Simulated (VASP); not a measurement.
# Cu (I4/mmm) in VASP: settings compared

Aim: see how the results for Cu move with the level of theory and the settings. Levels: LDA, r2SCAN+D4+U. Tasks: single point.

Everything below comes from runs of VASP 6.6.1. Logs are shortened: lines on timing, memory, paths and dates and some standing lists are left out, and cuts for length are marked.

### 1 The cell of the first run

It takes space group I4/mmm (No. 139, tetragonal). Conventional cell: a = 2.886 Å, b = 2.886 Å, c = 2.752 Å, α = 90.00°, β = 90.00°, γ = 90.00°. Within 3.2 Å of Cu (site symmetry 4/mmm) lie 14 Cu at 2.46 to 2.89 Å.

### 2 Single point, LDA

Contents of INCAR:

```
SYSTEM = Cu
PREC = Accurate ; ENCUT = 520
EDIFF = 1E-6 ; ISMEAR = -1
SIGMA = 0.05 ; LREAL = .False.
LASPH = .True. ; NELM = 80
ALGO = Normal ; ISIF = 2
LWAVE = .False. ; LCHARG = .True.
GGA = CA ; LELF = .True.
LVHAR = .True. ; NBANDS = 12
```

Contents of KPOINTS:

```
Automatic mesh
0
Gamma
  13 13 13
  0 0 0
```

Contents of POSCAR:

```
Cu
1.0
   -1.4427933200      1.4427933200      1.3760814500
    1.4427933200     -1.4427933200      1.3760814500
    1.4427933200      1.4427933200     -1.3760814500
Cu
1
Direct
    0.0000000000      0.0000000000      0.0000000000
```

Potentials or basis: VASP PAW LDA potentials, release 64 (Cu).

Started as:

```console
cat potpaw_LDA.64/Cu/POTCAR > POTCAR
mpirun -np 1 vasp_std > vasp.out
```

OUTCAR:

```text
SYSTEM = Cu
   PREC = Accurate
   ENCUT = 520
   EDIFF = 1E-6
   ISMEAR = -1
   LREAL = .False.
   LASPH = .True.
   NELM = 80
   ISIF = 2
   GGA = CA

 ion  position               nearest neighbor table
   1  0.000  0.000  0.000-

  LATTYP: Found a body centered tetragonal cell.
 ALAT       =     2.8855866400
 C/A-ratio  =     0.9537620052

  Lattice vectors:

 A1 = (  -1.4427933200,   1.4427933200,   1.3760814500)
 A2 = (   1.4427933200,  -1.4427933200,   1.3760814500)
 A3 = (   1.4427933200,   1.4427933200,  -1.3760814500)

Analysis of symmetry for initial positions (statically):
=====================================================================
 Subroutine PRICEL returns:
 Original cell was already a primitive cell.

 Routine SETGRP: Setting up the symmetry group for a
 body centered tetragonal supercell.

 Subroutine GETGRP returns: Found 16 space group operations
 (whereof 16 operations were pure point group operations)
 out of a pool of 16 trial point group operations.

The static configuration has the point symmetry D_4h.

Analysis of symmetry for dynamics (positions and initial velocities):
=====================================================================
 Subroutine PRICEL returns:
 Original cell was already a primitive cell.

 Routine SETGRP: Setting up the symmetry group for a
 body centered tetragonal supercell.

 Subroutine GETGRP returns: Found 16 space group operations
 (whereof 16 operations were pure point group operations)
 out of a pool of 16 trial point group operations.

The dynamic configuration has the point symmetry D_4h.

 Subroutine INISYM returns: Found 16 space group operations
 (whereof 16 operations are pure point group operations),
 and found     1 'primitive' translations

----------------------------------------------------------------------------------------

                                     Primitive cell

  volume of cell :      11.4581

  direct lattice vectors                    reciprocal lattice vectors
    -1.442793320  1.442793320  1.376081450     0.000000000  0.346549983  0.363350585
     1.442793320 -1.442793320  1.376081450     0.346549983  0.000000000  0.363350585
     1.442793320  1.442793320 -1.376081450     0.346549983  0.346549983  0.000000000

  length of vectors
     2.461078074  2.461078074  2.461078074     0.502116060  0.502116060  0.490095685

  position of ions in fractional coordinates (direct lattice)
[... 83 lines left out ...]
   ISIF   =      2    stress and relaxation
   ISYM   =      2    0-nonsym 1-usesym 2-fastsym
   POTIM  = 0.5000    time-step for ionic-motion
   TEBEG  =    0.0;   TEEND  =   0.0 temperature during run
   PSTRESS=    0.0 pullay stress
   NELECT =      11.0000    total number of electrons
   NUPDOWN=      -1.0000    fix difference up-down
   EMIN   =  10.00;   EMAX   =-10.00  energy-range for DOS
   EFERMI =   0.00;   METHOD = LEGACY
   ISMEAR =    -1;   SIGMA  =   0.05  broadening in eV -4-tet -1-fermi 0-gaus
   EFERMI_NEDOS =   21; number of points for ismear=-14 and -15
   IALGO  =     38    algorithm
   IMIX   =      4    mixing-type and parameters
     AMIX     =   0.40;   BMIX     =  1.00
     AMIX_MAG =   1.60;   BMIX_MAG =  1.00
  volume/ion in A,a.u.               =      11.46        77.32
  Fermi-wavevector in a.u.,A,eV,Ry     =   1.614984  3.051878 35.486359  2.608174
  Thomas-Fermi vector in A             =   2.709805
   LORBIT       =      0    0 simple, 1 ext, 2 COOP (PROOUT), +10 PAW based schemes
   GGA     = CA    functional components
   LHFCALC =     F    Hartree Fock is set to
   AEXX    =    0.0000 exact exchange contribution
   IVDW    =     0    specifies the selected vdW correction
   LEPSILON=     F    determine dielectric tensor
   LRPA    =     F    only Hartree local field effects (RPA)
 non-spin polarized calculation
  energy-cutoff  :      520.00
  volume of cell :       11.46
 maximum number of plane-waves:       323
   NGX =  9   NGY =  9   NGZ =  9

 number of electron      10.9999998 magnetization

 Free energy of the ion-electron system (eV)
  ---------------------------------------------------
  ext. energy  EPLUGINS =         0.00000000
  ---------------------------------------------------
  free energy    TOTEN  =        -4.66342659 eV

  energy without entropy =       -4.66077255  energy(sigma->0) =       -4.66209957

 E-fermi :   7.6716     XC(G=0): -13.2809

 val. band max:        7.6656187076   @ k =  -0.0769  -0.4615   0.0769
 cond. band min:       7.6759251377   @ k =  -0.2308   0.4615   0.0769
 fundamental gap:      0.0103064301
 Fermi energy:         7.6715554221

 k-point     1 :       0.0000    0.0000    0.0000
  band No.  band energies     occupation
      1      -1.8511      2.00000
      2       4.3580      2.00000
      3       4.5563      2.00000
      4       4.5563      2.00000
      5       5.4453      2.00000
      6       5.6562      2.00000
      7      32.6564      0.00000
      8      32.6564      0.00000
      9      33.9126      0.00000
     10      36.4432      0.00000
     11      36.4432      0.00000
     12      36.7365      0.00000
[... 331 lines left out ...]
 k-point    24 :       0.4615    0.1538    0.0000
  band No.  band energies     occupation
      1       2.8493      2.00000
      2       3.7402      2.00000
      3       4.8805      2.00000
      4       5.5271      2.00000
      5       5.8688      2.00000
      6       8.6207      0.00000
      7      13.2487      0.00000
      8      19.9293      0.00000
      9      25.0319      0.00000
     10      31.5090      0.00000
     11      37.2023      0.00000
     12      39.6202      0.00000

 [... further k-points ...]

------------------------ aborting loop because EDIFF is reached ----------------------------------------

  FORCE on cell =-STRESS in cart. coord.  units (eV):
  Direction    XX          YY          ZZ          XY          YZ          ZX
  --------------------------------------------------------------------------------------
  -------------------------------------------------------------------------------------
  Total       -0.4878194     -0.4878194     -0.5158085     -0.0000000     -0.0000000      0.0000000
  in kB      -68.2114501    -68.2114501    -72.1251450     -0.0000000     -0.0000000      0.0000000
  external PRESSURE =     -69.5160151 kB  Pullay stress =       0.0000000 kB

 VOLUME and BASIS-vectors are now :
 -----------------------------------------------------------------------------
  energy-cutoff  :      520.00
  volume of cell :       11.46
      direct lattice vectors                 reciprocal lattice vectors
    -1.442793320  1.442793320  1.376081450     0.000000000  0.346549983  0.363350585
     1.442793320 -1.442793320  1.376081450     0.346549983  0.000000000  0.363350585
     1.442793320  1.442793320 -1.376081450     0.346549983  0.346549983  0.000000000

 POSITION                                       TOTAL-FORCE (eV/Angst)
 -----------------------------------------------------------------------------------
      0.00000      0.00000      0.00000         0.000000      0.000000      0.000000
 -----------------------------------------------------------------------------------
    total drift:                                0.000000      0.000000      0.000000

  FREE ENERGIE OF THE ION-ELECTRON SYSTEM (eV)
  ---------------------------------------------------
  free  energy   TOTEN  =        -4.6634265881 eV

  energy  without entropy=       -4.6607725519  energy(sigma->0) =       -4.66209957
```

It took 15 s on 1 thread of Intel Xeon Platinum 8488C (Sapphire Rapids), shared host; peak memory 0.13 GiB.

What came out:

```yaml
Free_energy: -4.6634 eV
Pressure: -7.0 GPa
```

Stress tensor (GPa, compression positive):
```
-6.82  0.00  0.00
 0.00 -6.82  0.00
 0.00  0.00 -7.21
```

### 3 Single point, LDA

This run uses another cell than the first one, of 11.69 Å³/atom, 1.020 times its volume.

Contents of INCAR:

```
SYSTEM = Cu
PREC     = Accurate       ! precision mode
ENCUT    = 520            ! plane-wave cutoff, eV
EDIFF    = 1E-6           ! SCF threshold, eV
ISMEAR   = -1             ! smearing method
SIGMA    = 0.05           ! smearing width, eV
LREAL    = .False.        ! projectors in reciprocal space
LASPH    = .True.         ! aspherical terms in the spheres
NELM     = 80             ! most SCF steps
ALGO     = Normal         ! electronic algorithm
ISIF     = 2              ! what is computed and relaxed
LWAVE    = .False.        ! write WAVECAR
LCHARG   = .False.        ! write CHGCAR
GGA      = CA             ! functional
NBANDS   = 12             ! bands
```

KPOINTS is that of step 2.

Contents of POSCAR:

```
Cu
1.0
   -1.4523485211      1.4523485211      1.3851948378
    1.4523485211     -1.4523485211      1.3851948378
    1.4523485211      1.4523485211     -1.3851948378
Cu
1
Direct
    0.0000000000      0.0000000000      0.0000000000
```

Potentials or basis: VASP PAW LDA potentials, release 64 (Cu).

Started as:

```console
cat potpaw_LDA.64/Cu/POTCAR > POTCAR
mpirun -np 1 vasp_std > vasp.out
```

Wall time 14 s (1 thread of Intel Xeon Platinum 8488C (Sapphire Rapids), shared host); peak memory 0.13 GiB.

It converged, with:

```yaml
Free_energy: -4.6516 eV
Pressure: -9.7 GPa
```

Stress tensor (GPa, compression positive):
```
 -9.51   0.00   0.00
  0.00  -9.51   0.00
  0.00   0.00 -10.05
```

Levels at points of the mesh, in eV from the Fermi level:
| k point | band 3 | band 4 | band 5 | band 6 | band 7 | band 8 | band 9 | band 10 |
| --- | --- | --- | --- | --- | --- | --- | --- | --- |
| (0.00, 0.00, 0.00) | -3.05 | -3.05 | -2.19 | -1.99 | 24.79 | 24.79 | 26.04 | 28.32 |

### 4 Single point, LDA

This run uses another cell than the first one, of 11.92 Å³/atom, 1.040 times its volume.

Contents of INCAR:

```
  ALGO = Normal
  EDIFF = 1E-7
  ENCUT = 520
  GGA = CA
  ISIF = 2
  ISMEAR = -1
  LASPH = T
  LCHARG = T
  LELF = T
  LREAL = F
  LVHAR = T
  LWAVE = F
  NBANDS = 12
  NELM = 60
  PREC = Accurate
  SIGMA = 0.05
```

Contents of KPOINTS:

```
k-points
0
Gamma
  13 13 13
```

Contents of POSCAR:

```
Cu
1.0
   -1.4617796199      1.4617796199      1.3941898615
    1.4617796199     -1.4617796199      1.3941898615
    1.4617796199      1.4617796199     -1.3941898615
Cu
1
Direct
    0.0000000000      0.0000000000      0.0000000000
```

Started as:

```console
cat potpaw_LDA.64/Cu/POTCAR > POTCAR
mpirun -np 1 vasp_std > vasp.out
```

It took 24 s on 1 thread of Intel Xeon Platinum 8488C (Sapphire Rapids), shared host; peak memory 0.14 GiB.

The run converged. Its results:

- Free energy: -4.6362 eV
- Pressure: -12.1 GPa

Stress tensor (GPa, compression positive):
```
-11.86   0.00   0.00
  0.00 -11.86   0.00
  0.00   0.00 -12.52
```

Levels at points of the mesh, in eV from the Fermi level:
| k point | band 4 | band 5 | band 6 | band 7 | band 8 | band 9 |
| --- | --- | --- | --- | --- | --- | --- |
| (0.00, 0.00, 0.00) | -3.00 | -2.16 | -1.96 | 24.59 | 24.59 | 25.84 |

### 5 Single point, LDA

This run uses another cell than the first one, of 12.15 Å³/atom, 1.060 times its volume.

Contents of INCAR:

```
PREC = Accurate
ENCUT = 520
EDIFF = 1E-6
ISMEAR = -1
SIGMA = 0.05
LREAL = F
LASPH = T
NELM = 60
ALGO = Normal
ISIF = 2
LWAVE = F
LCHARG = F
GGA = CA
NBANDS = 12
```

Contents of KPOINTS:

```
Automatic mesh
0
Gamma
  13 13 13
```

Contents of POSCAR:

```
Cu
1.0
   -1.4710905692      1.4710905692      1.4030702911
    1.4710905692     -1.4710905692      1.4030702911
    1.4710905692      1.4710905692     -1.4030702911
Cu
1
Direct
    0.0000000000      0.0000000000      0.0000000000
```

Potentials or basis: VASP PAW LDA potentials, release 64 (Cu).

Started as:

```console
cat potpaw_LDA.64/Cu/POTCAR > POTCAR
mpirun -np 1 vasp_std > vasp.out
```

OUTCAR:

```text
PREC = Accurate
   ENCUT = 520
   EDIFF = 1E-6
   ISMEAR = -1
   LREAL = F
   LASPH = T
   NELM = 60
   ISIF = 2
   GGA = CA

 ion  position               nearest neighbor table
   1  0.000  0.000  0.000-

  LATTYP: Found a body centered tetragonal cell.
 ALAT       =     2.9421811384
 C/A-ratio  =     0.9537620052

  Lattice vectors:

 A1 = (  -1.4710905692,   1.4710905692,   1.4030702911)
 A2 = (   1.4710905692,  -1.4710905692,   1.4030702911)
[... 537 lines left out ...]
     11      35.3917      0.00000
     12      37.9565      0.00000

 [... further k-points ...]

------------------------ aborting loop because EDIFF is reached ----------------------------------------

  FORCE on cell =-STRESS in cart. coord.  units (eV):
  Direction    XX          YY          ZZ          XY          YZ          ZX
  --------------------------------------------------------------------------------------
  -------------------------------------------------------------------------------------
  Total       -1.0568329     -1.0568329     -1.1155463      0.0000000      0.0000000      0.0000000
  in kB     -139.4115166   -139.4115166   -147.1566692      0.0000000      0.0000000      0.0000000
  external PRESSURE =    -141.9932341 kB  Pullay stress =       0.0000000 kB

 VOLUME and BASIS-vectors are now :
 -----------------------------------------------------------------------------
  energy-cutoff  :      520.00
  volume of cell :       12.15
      direct lattice vectors                 reciprocal lattice vectors
    -1.471090569  1.471090569  1.403070291     0.000000000  0.339883900  0.356361334
     1.471090569 -1.471090569  1.403070291     0.339883900  0.000000000  0.356361334
     1.471090569  1.471090569 -1.403070291     0.339883900  0.339883900  0.000000000

 POSITION                                       TOTAL-FORCE (eV/Angst)
 -----------------------------------------------------------------------------------
      0.00000      0.00000      0.00000        -0.000000     -0.000000      0.000000
 -----------------------------------------------------------------------------------
    total drift:                                0.000000     -0.000000      0.000000

  FREE ENERGIE OF THE ION-ELECTRON SYSTEM (eV)
  ---------------------------------------------------
  free  energy   TOTEN  =        -4.6175202037 eV

  energy  without entropy=       -4.6147777667  energy(sigma->0) =       -4.61614899
```

stdout:

```text
POSCAR found type information on POSCAR Cu
 POSCAR found :  1 types and       1 ions
 scaLAPACK will be used
 LDA part: xc-table for (Slater(with rela. corr.)+CA(PZ))
 , standard interpolation
 POSCAR, INCAR and KPOINTS ok, starting setup
 FFT: planning ... GRIDC
 FFT: planning ... GRID_SOFT
 FFT: planning ... GRID
 WAVECAR not read
 entering main loop
```

It took 23 s on 1 thread of Intel Xeon Platinum 8488C (Sapphire Rapids), shared host; peak memory 0.14 GiB.

What came out:

```yaml
Free_energy: -4.6175 eV
Pressure: -14.2 GPa
```

[end of part 1 of 2]
